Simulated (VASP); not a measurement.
Here is a VASP 6.6.1 calculation.

Contents of INCAR:

```
  ALGO = Normal
  EDIFF = 1E-7
  ENCUT = 520
  GGA = PE
  ISIF = 2
  ISMEAR = 0
  LASPH = True
  LCHARG = False
  LREAL = False
  LWAVE = False
  NBANDS = 87
  NELM = 60
  PREC = Accurate
  SIGMA = 0.15
```

KPOINTS

```
k-points
0
Gamma
  3 3 1
```

Contents of POSCAR:

```
Zr12O
1.0
    6.4600000000      0.0000000000      0.0000000000
    3.2300000000      5.5945240000      0.0000000000
    0.0000000000      0.0000000000     17.1453900000
Zr O
12 1
Direct
    0.0000000000      0.0000000000      0.0583247000
    0.5000000000      0.0000000000      0.0583247000
    0.0000000000      0.5000000000      0.0583247000
    0.5000000000      0.5000000000      0.0583247000
   -0.1680175214      0.3361982748      0.2015623788
    0.3335198405      0.3331884594      0.1975223402
   -0.1680048868      0.8317773143      0.2015423391
    0.3363271720      0.8318081476      0.2014895069
   -0.0000545224      0.0000525214      0.3446998499
    0.5042316718     -0.0084975128      0.3571096088
   -0.0083688194      0.5042501055      0.3572205697
    0.5041876793      0.5043502126      0.3571305561
    0.3334740558      0.3332653154      0.4043758680
```

Potentials or basis: VASP PAW PBE potentials, release 64 (Zr_sv, O).

Launch:

```sh
$ cat potpaw_PBE.64/Zr_sv/POTCAR potpaw_PBE.64/O/POTCAR > POTCAR
$ mpirun -np 1 vasp_std > vasp.out
```

**Question.** Estimate the band gap on the k mesh.

**Answer.** Zero (band 75 reaches 2.74 eV, above the bottom of band 76 at 1.80 eV).

**Question.** What does it give for the largest force?

**Answer.** 0.100 eV/Å.

Forces in eV/Å, atoms in the order of the input:
```
Zr  -0.001  0.001  0.085
Zr   0.001 -0.093 -0.035
Zr  -0.080  0.046 -0.030
Zr   0.081  0.045 -0.033
Zr   0.000  0.001  0.000
Zr  -0.001  0.001 -0.006
Zr  -0.001 -0.001  0.000
Zr   0.000  0.000  0.002
Zr   0.003 -0.002  0.005
Zr   0.001 -0.037 -0.009
Zr  -0.038  0.021 -0.014
Zr   0.033  0.017 -0.009
O    0.000  0.001  0.045
```

Caveat: the k points lie up to 0.37 Å⁻¹ apart.
